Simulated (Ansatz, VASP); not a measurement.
## CaO: VASP beside Ansatz

```xyz
2
Lattice="0.0000 2.4065 2.4065 2.4065 0.0000 2.4065 2.4065 2.4065 0.0000" Properties=species:S:1:pos:R:3 pbc="T T T"
Ca    0.0000    0.0000    0.0000
O     2.4065    2.4065    2.4065
```

Alike in both runs: task single point; functional PBE; k mesh 12 × 12 × 12; occupations gaussian, width 0.05 eV; no spin polarisation.

```csv
,VASP,Ansatz
version,VASP 6.6.1,Ansatz 0.2.0
potentials or method,"VASP PAW PBE potentials, release 64 (Ca_sv, O), cutoff 520 eV","scalar-relativistic, plane waves, PAW"
valence electrons in the cell,16,16
```

|  | VASP | Ansatz | Ansatz less VASP |
| --- | --- | --- | --- |
| gap on the k mesh at the Fermi level (eV) | 3.64 | 3.66 | +0.019 |
| pressure (GPa) | 1.8 | 1.2 | -0.56 |

The functional is the same, so the differences come from potentials, cutoffs and numerics.
